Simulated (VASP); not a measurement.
# W (Im-3m) in VASP: a series of runs

W is run at these levels: RPBE; tasks: single point, relaxation of cell and atoms.

All numbers are computed with VASP 6.6.1; they aren't measurements. Logs are shortened: lines on timing, memory, paths and dates and some standing lists are left out, and cuts for length are marked.

## 1. The cell of the first run

It takes space group Im-3m (No. 229, cubic). The conventional cell has a = 3.198 Å, b = 3.198 Å, c = 3.198 Å, α = 90.00°, β = 90.00°, γ = 90.00°. W (site symmetry m-3m) has 14 W at 2.77 to 3.20 Å within 3.6 Å.

## 2. Single point, RPBE

File INCAR:

```
SYSTEM = W
PREC = Accurate ; ENCUT = 520
EDIFF = 1E-6 ; ISMEAR = -1
SIGMA = 0.1 ; LREAL = .False.
LASPH = .True. ; NELM = 60
ALGO = Normal ; ISIF = 2
LWAVE = .False. ; LCHARG = .False.
GGA = RP ; NBANDS = 13
```

File KPOINTS:

```
regular mesh
0
Gamma
  14 14 14
  0 0 0
```

File POSCAR:

```
W
1.0
   -1.5987638107      1.5987638107      1.5987638107
    1.5987638107     -1.5987638107      1.5987638107
    1.5987638107      1.5987638107     -1.5987638107
W
1
Direct
    0.0000000000      0.0000000000      0.0000000000
```

Potentials or basis: VASP PAW PBE potentials, release 64 (W_sv).

The run is started by

```sh
cat potpaw_PBE.64/W_sv/POTCAR > POTCAR
mpirun -np 1 vasp_std > vasp.out
```

OUTCAR:

```text
SYSTEM = W
   PREC = Accurate
   ENCUT = 520
   EDIFF = 1E-6
   ISMEAR = -1
   LREAL = .False.
   LASPH = .True.
   NELM = 60
   ISIF = 2
   GGA = RP

 ion  position               nearest neighbor table
   1  0.000  0.000  0.000-

  LATTYP: Found a body centered cubic cell.
 ALAT       =     3.1975276214

  Lattice vectors:

 A1 = (  -1.5987638107,   1.5987638107,   1.5987638107)
 A2 = (   1.5987638107,  -1.5987638107,   1.5987638107)
 A3 = (   1.5987638107,   1.5987638107,  -1.5987638107)

Analysis of symmetry for initial positions (statically):
=====================================================================
 Subroutine PRICEL returns:
 Original cell was already a primitive cell.

 Routine SETGRP: Setting up the symmetry group for a
 body centered cubic supercell.

 Subroutine GETGRP returns: Found 48 space group operations
 (whereof 48 operations were pure point group operations)
 out of a pool of 48 trial point group operations.

The static configuration has the point symmetry O_h .

Analysis of symmetry for dynamics (positions and initial velocities):
=====================================================================
 Subroutine PRICEL returns:
 Original cell was already a primitive cell.

 Routine SETGRP: Setting up the symmetry group for a
 body centered cubic supercell.

 Subroutine GETGRP returns: Found 48 space group operations
 (whereof 48 operations were pure point group operations)
 out of a pool of 48 trial point group operations.

The dynamic configuration has the point symmetry O_h .

 Subroutine INISYM returns: Found 48 space group operations
 (whereof 48 operations are pure point group operations),
 and found     1 'primitive' translations

----------------------------------------------------------------------------------------

                                     Primitive cell

  volume of cell :      16.3461

  direct lattice vectors                    reciprocal lattice vectors
    -1.598763811  1.598763811  1.598763811     0.000000000  0.312741630  0.312741630
     1.598763811 -1.598763811  1.598763811     0.312741630  0.000000000  0.312741630
     1.598763811  1.598763811 -1.598763811     0.312741630  0.312741630  0.000000000

  length of vectors
     2.769140149  2.769140149  2.769140149     0.442283455  0.442283455  0.442283455

  position of ions in fractional coordinates (direct lattice)
     0.000000000  0.000000000  0.000000000

  ion indices of the primitive-cell ions
   primitive index   ion index
                 1           1

----------------------------------------------------------------------------------------

 KPOINTS: regular mesh

Automatic generation of k-mesh.
 Grid dimensions read from file:
 generate k-points for:   14   14   14

 Generating k-lattice:

  Cartesian coordinates                     Fractional coordinates (reciprocal lattice)
     0.000000000  0.022338688  0.022338688     0.071428571  0.000000000  0.000000000
     0.022338688  0.000000000  0.022338688     0.000000000  0.071428571  0.000000000
     0.022338688  0.022338688  0.000000000     0.000000000  0.000000000  0.071428571

  Length of vectors
     0.031591675  0.031591675  0.031591675

  Shift w.r.t. Gamma in fractional coordinates (k-lattice)
     0.000000000  0.000000000  0.000000000

 Subroutine IBZKPT returns following result:
 ===========================================

 Found    104 irreducible k-points:

 Following reciprocal coordinates:
            Coordinates               Weight
  0.000000  0.000000  0.000000      1.000000
  0.071429  0.000000  0.000000     12.000000
  0.142857  0.000000  0.000000     12.000000
  0.214286  0.000000  0.000000     12.000000
  0.285714  0.000000  0.000000     12.000000
  0.357143  0.000000  0.000000     12.000000
[... 16 lines left out ...]
  0.285714  0.285714  0.000000     24.000000
  0.357143  0.285714  0.000000     24.000000
 [... further k-points ...]
   k-points           NKPTS =    104   k-points in BZ     NKDIM =    104   number of bands    NBANDS=     13
   number of dos      NEDOS =    301   number of ions     NIONS =      1
   total plane-waves  NPLWV =  13824
   dimension x,y,z NGX =    24 NGY =   24 NGZ =   24
   dimension x,y,z NGXF=    48 NGYF=   48 NGZF=   48
   ions per type =               1
   NGX,Y,Z   is equivalent  to a cutoff of  14.41, 14.41, 14.41 a.u.
   NGXF,Y,Z  is equivalent  to a cutoff of  28.82, 28.82, 28.82 a.u.
 SYSTEM =  W
   PREC   = accura    normal or accurate (medium, high low for compatibility)
   ISTART =      0    job   : 0-new  1-cont  2-samecut
   ICHARG =      2    charge: 1-file 2-atom 10-const
   ISPIN  =      1    spin polarized calculation?
   LNONCOLLINEAR =      F non collinear calculations
   LSORBIT =      F    spin-orbit coupling
   LASPH  =      T    aspherical Exc in radial PAW
   ENCUT  =  520.0 eV  38.22 Ry    6.18 a.u.   5.15  5.15  5.15*2*pi/ulx,y,z
   NELM   =     60;   NELMIN=  2; NELMDL= -5     # of ELM steps
   EDIFF  = 0.1E-05   stopping-criterion for ELM
   LREAL  =      F    real-space projection
   EDIFFG = 0.1E-04   stopping-criterion for IOM
   NSW    =      0    number of steps for IOM
   IBRION =     -1    ionic relax: 0-MD 1-quasi-New 2-CG
   NFREE  =      0    steps in history (QN), initial steepest desc. (CG)
   ISIF   =      2    stress and relaxation
   ISYM   =      2    0-nonsym 1-usesym 2-fastsym
   POTIM  = 0.5000    time-step for ionic-motion
   TEBEG  =    0.0;   TEEND  =   0.0 temperature during run
   PSTRESS=    0.0 pullay stress
   NELECT =      14.0000    total number of electrons
   NUPDOWN=      -1.0000    fix difference up-down
   EMIN   =  10.00;   EMAX   =-10.00  energy-range for DOS
   EFERMI =   0.00;   METHOD = LEGACY
   ISMEAR =    -1;   SIGMA  =   0.10  broadening in eV -4-tet -1-fermi 0-gaus
   EFERMI_NEDOS =   21; number of points for ismear=-14 and -15
   IALGO  =     38    algorithm
   IMIX   =      4    mixing-type and parameters
     AMIX     =   0.40;   BMIX     =  1.00
     AMIX_MAG =   1.60;   BMIX_MAG =  1.00
  volume/ion in A,a.u.               =      16.35       110.31
  Fermi-wavevector in a.u.,A,eV,Ry     =   1.554700  2.937957 32.886525  2.417091
  Thomas-Fermi vector in A             =   2.658748
   LORBIT       =      0    0 simple, 1 ext, 2 COOP (PROOUT), +10 PAW based schemes
   GGA     = RP    functional components
   LHFCALC =     F    Hartree Fock is set to
   AEXX    =    0.0000 exact exchange contribution
   IVDW    =     0    specifies the selected vdW correction
   LEPSILON=     F    determine dielectric tensor
   LRPA    =     F    only Hartree local field effects (RPA)
 non-spin polarized calculation
  energy-cutoff  :      520.00
  volume of cell :       16.35
 maximum number of plane-waves:       466
 NGX is ok and might be reduce to    24
   NGX = 11   NGY = 11   NGZ = 11

 number of electron      14.0000002 magnetization

 Free energy of the ion-electron system (eV)
  ---------------------------------------------------
  ext. energy  EPLUGINS =         0.00000000
  ---------------------------------------------------
  free energy    TOTEN  =       -12.40667853 eV

  energy without entropy =      -12.38856887  energy(sigma->0) =      -12.39762370

 E-fermi :  11.1377     XC(G=0): -13.4150

 val. band max:       11.1128829411   @ k =   0.5000   0.5000   0.2143
 cond. band min:      11.1757549990   @ k =  -0.4286   0.5000   0.2857
 fundamental gap:      0.0628720578
 Fermi energy:        11.1377424806

 k-point     1 :       0.0000    0.0000    0.0000
  band No.  band energies     occupation
      1     -63.1705      2.00000
      2     -26.7720      2.00000
      3     -26.7720      2.00000
      4     -26.7720      2.00000
      5       1.6223      2.00000
      6       9.9137      1.99999
      7       9.9137      1.99999
      8       9.9137      1.99999
      9      13.2964      0.00000
     10      13.2964      0.00000
     11      25.5046      0.00000
     12      25.5046      0.00000
     13      25.5046      0.00000

 k-point     2 :       0.0714    0.0000    0.0000
  band No.  band energies     occupation
      1     -63.1648      2.00000
      2     -26.8337      2.00000
      3     -26.7914      2.00000
      4     -26.7723      2.00000
      5       1.8593      2.00000
      6       9.7709      2.00000
      7       9.8789      1.99999
      8      10.1420      1.99991
      9      13.0760      0.00000
     10      13.2984      0.00000
     11      25.7018      0.00000
     12      25.9093      0.00000
     13      26.0656      0.00000

 k-point     3 :       0.1429    0.0000    0.0000
  band No.  band energies     occupation
      1     -63.1487      2.00000
      2     -27.0039      2.00000
      3     -26.8454      2.00000
      4     -26.7730      2.00000
      5       2.5278      2.00000
      6       9.3952      2.00000
      7       9.7134      2.00000
      8      10.8149      1.92377
      9      12.7013      0.00000
     10      13.3223      0.00000
     11      26.1079      0.00000
     12      27.0656      0.00000
     13      27.3092      0.00000

 k-point     4 :       0.2143    0.0000    0.0000
  band No.  band energies     occupation
      1     -63.1254      2.00000
      2     -27.2432      2.00000
      3     -26.9226      2.00000
      4     -26.7740      2.00000
      5       3.4817      2.00000
      6       8.9045      2.00000
      7       9.4055      2.00000
      8      11.8929      0.00105
      9      12.6045      0.00000
     10      13.4049      0.00000
     11      26.0545      0.00000
     12      27.7650      0.00000
     13      28.8386      0.00000

 k-point     5 :       0.2857    0.0000    0.0000
  band No.  band energies     occupation
      1     -63.0995      2.00000
      2     -27.5004      2.00000
      3     -27.0070      2.00000
      4     -26.7753      2.00000
      5       4.4132      2.00000
      6       8.4162      2.00000
      7       9.3094      2.00000
      8      12.8203      0.00000
      9      13.2994      0.00000
     10      13.5703      0.00000
     11      25.0652      0.00000
     12      26.2647      0.00000
     13      31.0725      0.00000

 k-point     6 :       0.3571    0.0000    0.0000
  band No.  band energies     occupation
      1     -63.0760      2.00000
      2     -27.7252      2.00000
      3     -27.0820      2.00000
      4     -26.7764      2.00000
      5       4.9251      2.00000
      6       8.0158      2.00000
      7       9.8897      1.99999
      8      13.1224      0.00000
      9      13.8009      0.00000
     10      14.8845      0.00000
     11      23.7896      0.00000
     12      24.1441      0.00000
     13      30.6952      0.00000

 k-point     7 :       0.4286    0.0000    0.0000
  band No.  band energies     occupation
      1     -63.0597      2.00000
      2     -27.8772      2.00000
      3     -27.1333      2.00000
      4     -26.7772      2.00000
      5       5.0228      2.00000
      6       7.7569      2.00000
      7      10.9765      1.66747
      8      13.2505      0.00000
      9      14.0206      0.00000
     10      16.3217      0.00000
     11      22.3969      0.00000
     12      22.8258      0.00000
     13      28.4215      0.00000
[... 193 lines left out ...]
 k-point    20 :       0.2143    0.2143    0.0000
  band No.  band energies     occupation
      1     -63.0699      2.00000
      2     -27.6616      2.00000
      3     -27.1389      2.00000
      4     -26.8740      2.00000
      5       5.8327      2.00000
      6       8.0991      2.00000
      7       8.7147      2.00000
      8      12.5491      0.00000
      9      14.0838      0.00000
     10      15.9591      0.00000
     11      23.4574      0.00000
     12      26.4056      0.00000
     13      27.7559      0.00000

 k-point    21 :       0.2857    0.2143    0.0000
  band No.  band energies     occupation
      1     -63.0539      2.00000
      2     -27.7373      2.00000
      3     -27.2546      2.00000
      4     -26.8899      2.00000
      5       6.2506      2.00000
      6       7.9557      2.00000
      7       9.0441      2.00000
      8      12.8854      0.00000
      9      14.1136      0.00000
     10      17.7420      0.00000
     11      21.6272      0.00000
     12      25.1259      0.00000
     13      27.0678      0.00000

 k-point    22 :       0.3571    0.2143    0.0000
  band No.  band energies     occupation
      1     -63.0450      2.00000
      2     -27.7692      2.00000
      3     -27.3305      2.00000
      4     -26.8964      2.00000
      5       6.3024      2.00000
      6       7.9346      2.00000
      7       9.4678      2.00000
      8      13.0807      0.00000
      9      14.3078      0.00000
     10      19.1426      0.00000
     11      20.1492      0.00000
     12      24.0621      0.00000
     13      26.9158      0.00000

 k-point    23 :       0.2857    0.2857    0.0000
  band No.  band energies     occupation
      1     -63.0437      2.00000
      2     -27.7063      2.00000
      3     -27.3994      2.00000
      4     -26.9111      2.00000
      5       6.6846      2.00000
      6       8.0187      2.00000
      7       8.9443      2.00000
      8      13.2548      0.00000
      9      14.0598      0.00000
     10      19.4915      0.00000
     11      20.0974      0.00000
     12      23.9751      0.00000
     13      27.3890      0.00000

 k-point    24 :       0.3571    0.2857    0.0000
  band No.  band energies     occupation
      1     -63.0401      2.00000
      2     -27.6622      2.00000
      3     -27.4856      2.00000
      4     -26.9174      2.00000
      5       6.7912      2.00000
      6       8.1706      2.00000
      7       8.8317      2.00000
      8      13.4943      0.00000
      9      14.0607      0.00000
     10      19.1242      0.00000
     11      20.9127      0.00000
     12      22.9294      0.00000
     13      27.8344      0.00000

 [... further k-points ...]
[... 5 lines left out ...]
  --------------------------------------------------------------------------------------
  -------------------------------------------------------------------------------------
  Total        0.0442105      0.0442105      0.0442105     -0.0000000     -0.0000000      0.0000000
  in kB        4.3333431      4.3333431      4.3333431     -0.0000000     -0.0000000      0.0000000
  external PRESSURE =       4.3333431 kB  Pullay stress =       0.0000000 kB

 VOLUME and BASIS-vectors are now :
 -----------------------------------------------------------------------------
  energy-cutoff  :      520.00
  volume of cell :       16.35
      direct lattice vectors                 reciprocal lattice vectors
    -1.598763811  1.598763811  1.598763811     0.000000000  0.312741630  0.312741630
     1.598763811 -1.598763811  1.598763811     0.312741630  0.000000000  0.312741630
     1.598763811  1.598763811 -1.598763811     0.312741630  0.312741630  0.000000000

 POSITION                                       TOTAL-FORCE (eV/Angst)
 -----------------------------------------------------------------------------------
      0.00000      0.00000      0.00000        -0.000000     -0.000000     -0.000000
 -----------------------------------------------------------------------------------
    total drift:                               -0.000000      0.000000      0.000000

  FREE ENERGIE OF THE ION-ELECTRON SYSTEM (eV)
  ---------------------------------------------------
  free  energy   TOTEN  =       -12.4066785338 eV

  energy  without entropy=      -12.3885688660  energy(sigma->0) =      -12.39762370
```

Wall time 11 s (1 thread of AMD EPYC 9R45 (Zen 5), shared host); peak memory 0.12 GiB.

Results:

* Free energy: -12.4067 eV
* Pressure: 0.4 GPa
* Band gap on the k mesh: zero (band 7 reaches 16.03 eV, above the bottom of band 8 at 9.91 eV)

Levels at points of the mesh, in eV from the Fermi level:
```
           k point  band 4  band 5  band 6  band 7  band 8  band 9  band 10  band 11
(0.00, 0.00, 0.00)  -37.91   -9.52   -1.22   -1.22   -1.22    2.16     2.16    14.37
(0.50, 0.00, 0.00)  -37.92   -6.12   -3.47    0.50    2.03    2.98     5.82    10.56
(0.50, 0.50, 0.50)  -38.73   -5.63   -5.63    4.89    4.89    4.89     7.93     7.93
```

Caveat: the PAW data sets were made with another functional, which shifts forces and pressure a little; spin-orbit coupling is left out, which moves the levels of the heavy elements.

## 3. Relaxation of cell and atoms, RPBE

This run uses another cell than the first one, of 15.85 Å³/atom, 0.969 times its volume.

File INCAR:

```
PREC = Accurate
ENCUT = 600
EDIFF = 1E-6
ISMEAR = -1
SIGMA = 0.1
LREAL = False
LASPH = True
NELM = 80
ALGO = Normal
ISIF = 3
LWAVE = False
LCHARG = False
GGA = RP
IBRION = 2
NSW = 80
EDIFFG = -0.01
```

File KPOINTS:

```
regular mesh
0
Gamma
  14 14 14
```

File POSCAR:

```
W
1.0
   -1.5823400000      1.5823400000      1.5823400000
    1.5823400000     -1.5823400000      1.5823400000
    1.5823400000      1.5823400000     -1.5823400000
W
1
Direct
    0.0000000000      0.0000000000      0.0000000000
```

Potentials or basis: VASP PAW PBE potentials, release 64 (W_sv).

The run is started by

```sh
cat potpaw_PBE.64/W_sv/POTCAR > POTCAR
mpirun -np 1 vasp_std > vasp.out
```

It took 29 s on 1 thread of AMD EPYC 9R45 (Zen 5), shared host; peak memory 0.13 GiB.

It converged, with:

- Free energy: -12.4069 eV
- Relaxed volume: 16.37 Å³/atom
- Relaxed cell: a = 2.771 Å, b = 2.771 Å, c = 2.771 Å, α = 109.47°, β = 109.47°, γ = 109.47°
- Space group after relaxing (to 0.05 Å): Im-3m (No. 229)
- Energy gained by relaxing: 16.4 meV/atom
- Ionic steps: 4
- Pressure after relaxing: 0.0 GPa
- Band gap on the k mesh: zero (band 7 reaches 15.99 eV, above the bottom of band 8 at 9.89 eV)

The path:
```tsv
step	energy change (eV)	largest force (eV/Å)	pressure (GPa)	volume (Å³)
1	0.0000	0.0000	10.28	15.85
2	0.1546	0.0000	-25.84	18.30
3	-0.0164	0.0000	-0.44	16.40
4	-0.0164	0.0000	-0.03	16.37
```

Final structure:
```
CELL_PARAMETERS angstrom
-1.59970 1.59970 1.59970
1.59970 -1.59970 1.59970
1.59970 1.59970 -1.59970
ATOMIC_POSITIONS crystal
W 0.00000 0.00000 0.00000
```

Levels at points of the mesh, in eV from the Fermi level:
| k point | band 3 | band 4 | band 5 | band 6 | band 7 | band 8 | band 9 | band 10 | band 11 |
| --- | --- | --- | --- | --- | --- | --- | --- | --- | --- |
| (0.00, 0.00, 0.00) | -37.91 | -37.91 | -9.50 | -1.22 | -1.22 | -1.22 | 2.16 | 2.16 | 14.36 |
| (0.50, 0.00, 0.00) | -38.29 | -37.92 | -6.11 | -3.46 | 0.49 | 2.03 | 2.97 | 5.81 | 10.53 |
| (0.50, 0.50, 0.50) | -38.72 | -38.72 | -5.62 | -5.62 | 4.88 | 4.88 | 4.88 | 7.92 | 7.92 |

Caveat: the PAW data sets were made with another functional, which shifts forces and pressure a little; spin-orbit coupling is left out, which moves the levels of the heavy elements. Zero-point motion and thermal expansion aren't in these numbers.

## 4. Single point, RPBE (volume scaled by 0.88)

File INCAR:

```
PREC = Accurate
ENCUT = 520
EDIFF = 1E-6
ISMEAR = -1
SIGMA = 0.1
LREAL = False
LASPH = True
NELM = 80
ALGO = Normal
ISIF = 2
LWAVE = False
LCHARG = True
GGA = RP
LELF = True
LVHAR = True
NBANDS = 13
```

File KPOINTS:

```
Automatic mesh
0
Gamma
  23 23 23
```

File POSCAR:

```
W
1.0
   -1.5320697339      1.5320697339      1.5320697339
    1.5320697339     -1.5320697339      1.5320697339
    1.5320697339      1.5320697339     -1.5320697339
W
1
Direct
    0.0000000000      0.0000000000      0.0000000000
```

The run is started by

```sh
cat potpaw_PBE.64/W_sv/POTCAR > POTCAR
mpirun -np 1 vasp_std > vasp.out
```

Run time: 25 s. Hardware: 1 thread of AMD EPYC 9R45 (Zen 5), shared host; peak memory 0.14 GiB.

The run converged. Its results:

```
Free energy            : -12.1374 eV
Pressure               : 49.6 GPa
Band gap on the k mesh : zero (band 7 reaches 18.61 eV, above the bottom of band 8 at 11.59 eV)
```

Levels at points of the mesh, in eV from the Fermi level:
```tsv
k point	band 4	band 5	band 6	band 7	band 8	band 9	band 10	band 11
(0.00, 0.00, 0.00)	-37.50	-10.19	-1.42	-1.42	-1.42	2.49	2.49	14.67
```

Caveat: the cell differs from its parent crystal (volume scaled by 0.88); the PAW data sets were made with another functional, which shifts forces and pressure a little; spin-orbit coupling is left out, which moves the levels of the heavy elements.

(Continued in part 2 of 2.)
